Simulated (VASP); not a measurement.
# Li2HfTe3W (P4/mmm) in VASP: single point with PBE

Aim: the single point of Li2HfTe3W with PBE.

All numbers are computed with VASP 6.6.1; they aren't measurements. Logs are shortened: lines on timing, memory, paths and dates and some standing lists are left out, and cuts for length are marked.

## (1) The cell of the first run

The structure is tetragonal, space group P4/mmm (No. 123). The conventional cell has a = 5.127 Å, b = 5.127 Å, c = 8.199 Å, α = 90.00°, β = 90.00°, γ = 90.00°. Within 3.4 Å of Li (site symmetry mmm) lie 2 Hf at 2.56 Å and 2 Te at 2.56 Å. Within 3.4 Å of Hf (site symmetry 4/mmm) lie 4 Li at 2.56 Å and 2 Te at 2.65 Å. Te (site symmetry 4mm) has 1 Hf at 2.65 Å and 1 Te at 2.89 Å within 3.5 Å. Te (site symmetry 4/mmm) has 4 Li at 2.56 Å within 3.4 Å. Within 5.1 Å of W (site symmetry 4/mmm) lie 10 Te at 3.90 to 4.10 Å and 8 Li at 4.84 Å.

## (2) Single point, PBE

Input file INCAR:

```
PREC = Accurate
ENCUT = 520
EDIFF = 1E-7
ISMEAR = 0
SIGMA = 0.2
LREAL = F
LASPH = T
NELM = 60
ALGO = Normal
ISIF = 2
LWAVE = F
LCHARG = F
GGA = PE
NBANDS = 33
```

Input file KPOINTS:

```
regular mesh
0
Gamma
  4 4 2
```

Input file POSCAR:

```
Li2HfTe3W
1.0
    5.1272548697      0.0000000000      0.0000000000
    0.0000000000      5.1272548697      0.0000000000
    0.0000000000      0.0000000000      8.1988519265
Li Hf Te W
2 1 3 1
Direct
    0.0000000000      0.5000000000      0.0000000000
    0.5000000000      0.0000000000      0.0000000000
    0.0000000000      0.0000000000      0.0000000000
    0.0000000000      0.0000000000      0.6764290534
    0.0000000000      0.0000000000      0.3235709466
    0.5000000000      0.5000000000      0.0000000000
    0.5000000000      0.5000000000      0.5000000000
```

Potentials or basis: VASP PAW PBE potentials, release 64 (Li_sv, Hf_pv, Te, W_sv).

The run is started by

```bash
$ cat potpaw_PBE.64/Li_sv/POTCAR potpaw_PBE.64/Hf_pv/POTCAR potpaw_PBE.64/Te/POTCAR potpaw_PBE.64/W_sv/POTCAR > POTCAR
$ mpirun -np 1 vasp_std > vasp.out
```

OUTCAR:

```text
PREC = Accurate
   ENCUT = 520
   EDIFF = 1E-7
   ISMEAR = 0
   LREAL = F
   LASPH = T
   NELM = 60
   ISIF = 2
   GGA = PE

 ion  position               nearest neighbor table
   1  0.000  0.500  0.000-   3 2.56   6 2.56   3 2.56   6 2.56
   2  0.500  0.000  0.000-   3 2.56   6 2.56   6 2.56   3 2.56
   3  0.000  0.000  0.000-   1 2.56   2 2.56   1 2.56   2 2.56   4 2.65   5 2.65   6 3.63   6 3.63
                             6 3.63   6 3.63
   4  0.000  0.000  0.676-   3 2.65   5 2.89
   5  0.000  0.000  0.324-   3 2.65   4 2.89
   6  0.500  0.500  0.000-   1 2.56   2 2.56   2 2.56   1 2.56   3 3.63   3 3.63   3 3.63   3 3.63

   7  0.500  0.500  0.500-

  LATTYP: Found a simple tetragonal cell.
 ALAT       =     5.1272548697
 C/A-ratio  =     1.5990724344

  Lattice vectors:

 A1 = (   5.1272548697,   0.0000000000,   0.0000000000)
 A2 = (   0.0000000000,   5.1272548697,   0.0000000000)
 A3 = (   0.0000000000,   0.0000000000,   8.1988519265)

Analysis of symmetry for initial positions (statically):
=====================================================================
 Subroutine PRICEL returns:
 Original cell was already a primitive cell.

 Routine SETGRP: Setting up the symmetry group for a
 simple tetragonal supercell.

 Subroutine GETGRP returns: Found 16 space group operations
 (whereof 16 operations were pure point group operations)
 out of a pool of 16 trial point group operations.

The static configuration has the point symmetry D_4h.

Analysis of symmetry for dynamics (positions and initial velocities):
=====================================================================
 Subroutine PRICEL returns:
 Original cell was already a primitive cell.

 Routine SETGRP: Setting up the symmetry group for a
 simple tetragonal supercell.

 Subroutine GETGRP returns: Found 16 space group operations
 (whereof 16 operations were pure point group operations)
 out of a pool of 16 trial point group operations.

The dynamic configuration has the point symmetry D_4h.

 Subroutine INISYM returns: Found 16 space group operations
 (whereof 16 operations are pure point group operations),
 and found     1 'primitive' translations

----------------------------------------------------------------------------------------

                                     Primitive cell

  volume of cell :     215.5375

[... 88 lines left out ...]
   NSW    =      0    number of steps for IOM
   IBRION =     -1    ionic relax: 0-MD 1-quasi-New 2-CG
   NFREE  =      0    steps in history (QN), initial steepest desc. (CG)
   ISIF   =      2    stress and relaxation
   ISYM   =      2    0-nonsym 1-usesym 2-fastsym
   POTIM  = 0.5000    time-step for ionic-motion
   TEBEG  =    0.0;   TEEND  =   0.0 temperature during run
   PSTRESS=    0.0 pullay stress
   NELECT =      48.0000    total number of electrons
   NUPDOWN=      -1.0000    fix difference up-down
   EMIN   =  10.00;   EMAX   =-10.00  energy-range for DOS
   EFERMI =   0.00;   METHOD = LEGACY
   ISMEAR =     0;   SIGMA  =   0.20  broadening in eV -4-tet -1-fermi 0-gaus
   EFERMI_NEDOS =   21; number of points for ismear=-14 and -15
   IALGO  =     38    algorithm
   IMIX   =      4    mixing-type and parameters
     AMIX     =   0.40;   BMIX     =  1.00
     AMIX_MAG =   1.60;   BMIX_MAG =  1.00
  volume/ion in A,a.u.               =      30.79       207.79
  Fermi-wavevector in a.u.,A,eV,Ry     =   0.992311  1.875195 13.397389  0.984680
  Thomas-Fermi vector in A             =   2.124113
   LORBIT       =      0    0 simple, 1 ext, 2 COOP (PROOUT), +10 PAW based schemes
   GGA     = PE    functional components
   LHFCALC =     F    Hartree Fock is set to
   AEXX    =    0.0000 exact exchange contribution
   IVDW    =     0    specifies the selected vdW correction
   LEPSILON=     F    determine dielectric tensor
   LRPA    =     F    only Hartree local field effects (RPA)
 non-spin polarized calculation
 Gauss-broadening in eV      SIGMA  =   0.20
  energy-cutoff  :      520.00
  volume of cell :      215.54
 maximum number of plane-waves:      5846
 NGX is ok and might be reduce to    40
   NGX = 19   NGY = 19   NGZ = 31

 number of electron      48.0000009 magnetization

 Free energy of the ion-electron system (eV)
  ---------------------------------------------------
  ext. energy  EPLUGINS =         0.00000000
  ---------------------------------------------------
  free energy    TOTEN  =       -25.87954859 eV

  energy without entropy =      -25.47137916  energy(sigma->0) =      -25.67546388

 E-fermi :   3.4421     XC(G=0):  -8.5870

 val. band max:        3.4366629236   @ k =   0.2500   0.0000   0.5000
 cond. band min:       3.4421535332   @ k =   0.5000   0.2500   0.0000
 fundamental gap:      0.0054906096
 Fermi energy:         3.4420915890

 k-point     1 :       0.0000    0.0000    0.0000
  band No.  band energies     occupation
      1     -71.3396      2.00000
      2     -43.1650      2.00000
      3     -43.1630      2.00000
      4     -35.4754      2.00000
      5     -35.4163      2.00000
      6     -35.4163      2.00000
[... 421 lines left out ...]
     32       4.4213      0.00000
     33       6.5449      0.00000

------------------------ aborting loop because EDIFF is reached ----------------------------------------

  FORCE on cell =-STRESS in cart. coord.  units (eV):
  Direction    XX          YY          ZZ          XY          YZ          ZX
  --------------------------------------------------------------------------------------
  -------------------------------------------------------------------------------------
  Total        0.2207539      0.2207539     -0.1258837      0.0000000      0.0000000     -0.0000000
  in kB        1.6409531      1.6409531     -0.9357447      0.0000000      0.0000000     -0.0000000
  external PRESSURE =       0.7820539 kB  Pullay stress =       0.0000000 kB

 VOLUME and BASIS-vectors are now :
 -----------------------------------------------------------------------------
  energy-cutoff  :      520.00
  volume of cell :      215.54
      direct lattice vectors                 reciprocal lattice vectors
     5.127254870  0.000000000  0.000000000     0.195036140  0.000000000  0.000000000
     0.000000000  5.127254870  0.000000000     0.000000000  0.195036140  0.000000000
     0.000000000  0.000000000  8.198851926     0.000000000  0.000000000  0.121968296

 POSITION                                       TOTAL-FORCE (eV/Angst)
 -----------------------------------------------------------------------------------
      0.00000      2.56363      0.00000         0.000000     -0.000000      0.000000
      2.56363      0.00000      0.00000         0.000000     -0.000000      0.000000
      0.00000      0.00000      0.00000         0.000000     -0.000000      0.000000
      0.00000      0.00000      5.54594         0.000000     -0.000000      0.022349
      0.00000      0.00000      2.65291        -0.000000      0.000000     -0.022349
      2.56363      2.56363      0.00000         0.000000     -0.000000      0.000000
      2.56363      2.56363      4.09943         0.000000     -0.000000      0.000000
 -----------------------------------------------------------------------------------
    total drift:                                0.000000      0.000000     -0.000000

  FREE ENERGIE OF THE ION-ELECTRON SYSTEM (eV)
  ---------------------------------------------------
  free  energy   TOTEN  =       -25.8795485933 eV

  energy  without entropy=      -25.4713791582  energy(sigma->0) =      -25.67546388
```

Run time: 3.9 min. Hardware: 1 thread of AMD EPYC 7R43 (Zen 3), shared host; peak memory 0.34 GiB.

What came out:

```yaml
Free_energy: -25.8795 eV
Largest_force: 0.022 eV/Å
Band_gap_on_the_k_mesh: zero (band 24 reaches 3.54 eV, above the bottom of band 25 at 3.32 eV)
```

Forces on the atoms (eV/Å):
```
Li   0.000  0.000  0.000
Li   0.000  0.000  0.000
Hf   0.000  0.000  0.000
Te   0.000  0.000  0.022
Te   0.000  0.000 -0.022
Te   0.000  0.000  0.000
W    0.000  0.000  0.000
```

Caveat: the k points lie up to 0.38 Å⁻¹ apart; the cutoff is under 1.25 times the usual one of these potentials, so pressure, stress and relaxed cells hold a basis-set (Pulay) error; spin-orbit coupling is left out, which moves the levels of the heavy elements.
